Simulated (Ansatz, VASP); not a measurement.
# One calculation of BP, two programs

Contents of INCAR:

```
  PREC = Accurate
  ENCUT = 600
  EDIFF = 1E-6
  ISMEAR = 0
  SIGMA = 0.1
  LREAL = False
  LASPH = True
  NELM = 100
  ALGO = Normal
  ISIF = 3
  LWAVE = False
  LCHARG = False
  GGA = PE
  IVDW = 12
  IBRION = 2
  NSW = 90
  EDIFFG = -0.04
```

Contents of KPOINTS:

```
Automatic mesh
0
Gamma
  6 6 4
```

File POSCAR:

```
BP
1.0
    3.1995522149      0.0000000000      0.0000000000
   -1.5997761075      2.7708934989      0.0000000000
    0.0000000000      0.0000000000      7.0468593144
B P
2 2
Direct
    0.6666666667      0.3333333333      0.0000000000
    0.3333333333      0.6666666667      0.5000000000
    0.3333333333      0.6666666667      0.0000000000
    0.0000000000      0.0000000000      0.5000000000
```

Input for Ansatz:

```yaml
crystal:
  lattice:
    - [3.1995522149, 0.0, 0.0]
    - [-1.5997761075, 2.7708934989, 0.0]
    - [0.0, 0.0, 7.0468593144]
  atoms:
    - { symbol: B, position: [0.6666666667, 0.3333333333, 0.0] }
    - { symbol: B, position: [0.3333333333, 0.6666666667, 0.5] }
    - { symbol: P, position: [0.3333333333, 0.6666666667, 0.0] }
    - { symbol: P, position: [0.0, 0.0, 0.5] }
basis:
  ecutwfc: 420
kpoints:
  mp_grid: { grid: [6, 6, 4] }
hamiltonian:
  xc: pbe
  dispersion: d3bj
scf:
  occupations: { method: gaussian, width: 0.1 }
  lower_state_search: "off"
output:
  forces: true
  stress: true
  eigenvalues: true
relax:
  adjacent_minimum: "off"
  f_tol: 0.04
  max_steps: 70
  cell: { stress_tol: 0.4 }
```

Alike in both runs: task relaxation of cell and atoms; functional PBE; dispersion D3(BJ); k mesh 6 × 6 × 4; occupations gaussian, width 0.1 eV; no spin polarisation.

|  | VASP | Ansatz |
| --- | --- | --- |
| version | VASP 6.6.1 | Ansatz 0.2.0 |
| potentials or method | VASP PAW PBE potentials, release 64 (B, P), cutoff 600 eV | scalar-relativistic, plane waves, PAW |
| valence electrons in the cell | 16 | 16 |

|  | VASP | Ansatz | Ansatz less VASP |
| --- | --- | --- | --- |
| gap on the k mesh at the Fermi level, each at its own relaxed structure (eV) | 0.55 | 0.54 | -0.010 |
| relaxed volume (Å³/atom) | 15.62 | 15.62 | 0.000 |
| relaxed length of the cell vector where the two differ most in proportion (Å) | 3.200 | 3.200 | 0.0000 |

Noted on VASP's run: the relaxation stopped at its first step, so nothing moved.
